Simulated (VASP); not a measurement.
# BN (R3m) in VASP: notebook

Runs on BN. Level: PBEsol. Tasks: single point.

All numbers are computed with VASP 6.6.1; they aren't measurements. Logs are shortened: lines on timing, memory, paths and dates and some standing lists are left out, and cuts for length are marked.

### 1 The cell of the first run

The structure is trigonal, space group R3m (No. 160). Conventional cell: a = 2.452 Å, b = 2.452 Å, c = 10.119 Å, α = 90.00°, β = 90.00°, γ = 120.00°. B (site symmetry 3m) has 3 N at 1.42 Å within 1.9 Å. Within 1.9 Å of N (site symmetry 3m) lie 3 B at 1.42 Å.

### 2 Single point, PBEsol

Contents of INCAR:

```
PREC     = Accurate       # precision mode
ENCUT    = 520            # plane-wave cutoff, eV
EDIFF    = 1E-7           # SCF threshold, eV
ISMEAR   = -1             # smearing method
SIGMA    = 0.02           # smearing width, eV
LREAL    = False          # projectors in reciprocal space
LASPH    = True           # aspherical terms in the spheres
NELM     = 80             # most SCF steps
ALGO     = Normal         # electronic algorithm
ISIF     = 2              # what is computed and relaxed
LWAVE    = False          # write WAVECAR
LCHARG   = False          # write CHGCAR
GGA      = PS             # functional
NBANDS   = 11             # bands
```

Contents of KPOINTS:

```
regular mesh
0
Gamma
  10 10 10
```

Contents of POSCAR:

```
BN
1.0
    1.2260993444      0.7078887900      3.3729344000
   -1.2260993444      0.7078887900      3.3729344000
    0.0000000000     -1.4157775800      3.3729344000
B N
1 1
Direct
    0.9996712000      0.9996712000      0.9996712000
    0.3327618000      0.3327618000      0.3327618000
```

Potentials or basis: VASP PAW PBE potentials, release 64 (B, N).

Started as:

```
cat potpaw_PBE.64/B/POTCAR potpaw_PBE.64/N/POTCAR > POTCAR
mpirun -np 1 vasp_std > vasp.out
```

OUTCAR:

```text
PREC = Accurate
   ENCUT = 520
   EDIFF = 1E-7
   ISMEAR = -1
   LREAL = False
   LASPH = True
   NELM = 80
   ISIF = 2
   GGA = PS

 ion  position               nearest neighbor table
   1  1.000  1.000  1.000-   2 1.42   2 1.42   2 1.42
   2  0.333  0.333  0.333-   1 1.42   1 1.42   1 1.42

  LATTYP: Found a trigonal (rhomboedric) cell.
 ALAT       =     3.6580203127
 COS(alpha) =     0.7753072324

  Lattice vectors:

 A1 = (   1.2260993444,   0.7078887900,   3.3729344000)
 A2 = (  -1.2260993444,   0.7078887900,   3.3729344000)
 A3 = (   0.0000000000,  -1.4157775800,   3.3729344000)

Analysis of symmetry for initial positions (statically):
=====================================================================
 Subroutine PRICEL returns:
 Original cell was already a primitive cell.

 Routine SETGRP: Setting up the symmetry group for a
 trigonal (rhombohedral) supercell.

 Subroutine GETGRP returns: Found  6 space group operations
 (whereof  6 operations were pure point group operations)
 out of a pool of 12 trial point group operations.

The static configuration has the point symmetry C_3v.

Analysis of symmetry for dynamics (positions and initial velocities):
=====================================================================
 Subroutine PRICEL returns:
 Original cell was already a primitive cell.

 Routine SETGRP: Setting up the symmetry group for a
 trigonal (rhombohedral) supercell.

 Subroutine GETGRP returns: Found  6 space group operations
 (whereof  6 operations were pure point group operations)
 out of a pool of 12 trial point group operations.

The dynamic configuration has the point symmetry C_3v.

 Subroutine INISYM returns: Found  6 space group operations
 (whereof  6 operations are pure point group operations),
 and found     1 'primitive' translations

----------------------------------------------------------------------------------------

                                     Primitive cell

  volume of cell :      17.5651

  direct lattice vectors                    reciprocal lattice vectors
     1.226099344  0.707888790  3.372934400     0.407797298  0.235441879  0.098825916
    -1.226099344  0.707888790  3.372934400    -0.407797298  0.235441879  0.098825916
     0.000000000 -1.415777580  3.372934400     0.000000000 -0.470883758  0.098825916

  length of vectors
     3.658020313  3.658020313  3.658020315     0.481142470  0.481142470  0.481142468

  position of ions in fractional coordinates (direct lattice)
     0.999671200  0.999671200  0.999671200
     0.332761800  0.332761800  0.332761800

  ion indices of the primitive-cell ions
[... 79 lines left out ...]
   IBRION =     -1    ionic relax: 0-MD 1-quasi-New 2-CG
   NFREE  =      0    steps in history (QN), initial steepest desc. (CG)
   ISIF   =      2    stress and relaxation
   ISYM   =      2    0-nonsym 1-usesym 2-fastsym
   POTIM  = 0.5000    time-step for ionic-motion
   TEBEG  =    0.0;   TEEND  =   0.0 temperature during run
   PSTRESS=    0.0 pullay stress
   NELECT =       8.0000    total number of electrons
   NUPDOWN=      -1.0000    fix difference up-down
   EMIN   =  10.00;   EMAX   =-10.00  energy-range for DOS
   EFERMI =   0.00;   METHOD = LEGACY
   ISMEAR =    -1;   SIGMA  =   0.02  broadening in eV -4-tet -1-fermi 0-gaus
   EFERMI_NEDOS =   21; number of points for ismear=-14 and -15
   IALGO  =     38    algorithm
   IMIX   =      4    mixing-type and parameters
     AMIX     =   0.40;   BMIX     =  1.00
     AMIX_MAG =   1.60;   BMIX_MAG =  1.00
  volume/ion in A,a.u.               =       8.78        59.27
  Fermi-wavevector in a.u.,A,eV,Ry     =   1.259568  2.380238 21.585793  1.586511
  Thomas-Fermi vector in A             =   2.393121
   LORBIT       =      0    0 simple, 1 ext, 2 COOP (PROOUT), +10 PAW based schemes
   GGA     = PS    functional components
   LHFCALC =     F    Hartree Fock is set to
   AEXX    =    0.0000 exact exchange contribution
   IVDW    =     0    specifies the selected vdW correction
   LEPSILON=     F    determine dielectric tensor
   LRPA    =     F    only Hartree local field effects (RPA)
 non-spin polarized calculation
  energy-cutoff  :      520.00
  volume of cell :       17.57
 maximum number of plane-waves:       486
   NGX = 13   NGY = 13   NGZ = 13

 number of electron       7.9999999 magnetization

 Free energy of the ion-electron system (eV)
  ---------------------------------------------------
  ext. energy  EPLUGINS =         0.00000000
  ---------------------------------------------------
  free energy    TOTEN  =       -18.22595786 eV

  energy without entropy =      -18.22595786  energy(sigma->0) =      -18.22595786

 E-fermi :   2.7946     XC(G=0): -10.3302

 val. band max:        2.3324272841   @ k =  -0.3000   0.3000   0.0000
 cond. band min:       6.5963257339   @ k =   0.5000   0.5000   0.0000
 fundamental gap:      4.2638984498
 Fermi energy:         2.7946214320

 k-point     1 :       0.0000    0.0000    0.0000
  band No.  band energies     occupation
      1     -15.7910      2.00000
      2      -2.2436      2.00000
      3       1.1227      2.00000
      4       1.1227      2.00000
      5       7.2536      0.00000
      6      14.4593      0.00000
      7      14.4593      0.00000
      8      16.1391      0.00000
      9      18.0991      0.00000
     10      29.0221      0.00000
     11      30.5308      0.00000
[... 309 lines left out ...]
 k-point    24 :       0.4000    0.3000   -0.0000
  band No.  band energies     occupation
      1     -13.3064      2.00000
      2      -4.9207      2.00000
      3      -1.9586      2.00000
      4      -0.0090      2.00000
      5       8.8696      0.00000
      6      12.9735      0.00000
      7      14.9604      0.00000
      8      20.2043      0.00000
      9      21.0076      0.00000
     10      23.9176      0.00000
     11      27.4516      0.00000

 [... further k-points ...]
[... 5 lines left out ...]
  --------------------------------------------------------------------------------------
  -------------------------------------------------------------------------------------
  Total        2.7498536      2.7498536      0.0387111      0.0000000      0.0000000      0.0000000
  in kB      250.8247096    250.8247121      3.5309874      0.0000000      0.0000000      0.0000000
  external PRESSURE =     168.3934697 kB  Pullay stress =       0.0000000 kB

 VOLUME and BASIS-vectors are now :
 -----------------------------------------------------------------------------
  energy-cutoff  :      520.00
  volume of cell :       17.57
      direct lattice vectors                 reciprocal lattice vectors
     1.226099344  0.707888790  3.372934400     0.407797298  0.235441879  0.098825916
    -1.226099344  0.707888790  3.372934400    -0.407797298  0.235441879  0.098825916
     0.000000000 -1.415777580  3.372934400     0.000000000 -0.470883758  0.098825916

 POSITION                                       TOTAL-FORCE (eV/Angst)
 -----------------------------------------------------------------------------------
      0.00000      0.00000     10.11548         0.000000      0.000000     -0.005268
      0.00000      0.00000      3.36715         0.000000     -0.000000      0.005268
 -----------------------------------------------------------------------------------
    total drift:                               -0.000000     -0.000000     -0.000093

  FREE ENERGIE OF THE ION-ELECTRON SYSTEM (eV)
  ---------------------------------------------------
  free  energy   TOTEN  =       -18.2259578617 eV

  energy  without entropy=      -18.2259578617  energy(sigma->0) =      -18.22595786
```

Run time: 18 s. Hardware: 1 thread of AMD EPYC 9R45 (Zen 5), shared host; peak memory 0.13 GiB.

Results:

| Quantity | Value |
| --- | --- |
| Free energy | -18.2260 eV |
| Pressure | 16.8 GPa |
| Largest force | 0.005 eV/Å |
| Band gap on the k mesh | 4.26 eV, indirect (least direct gap 5.00 eV) |

Forces in eV/Å, atoms in the order of the input:
```
B    0.000  0.000 -0.005
N    0.000  0.000  0.005
```

Stress tensor (GPa, compression positive):
```
25.08  0.00  0.00
 0.00 25.08  0.00
 0.00  0.00  0.35
```

Caveat: the PAW data sets were made with another functional, which shifts forces and pressure a little.

(Continued in part 2 of 3.)
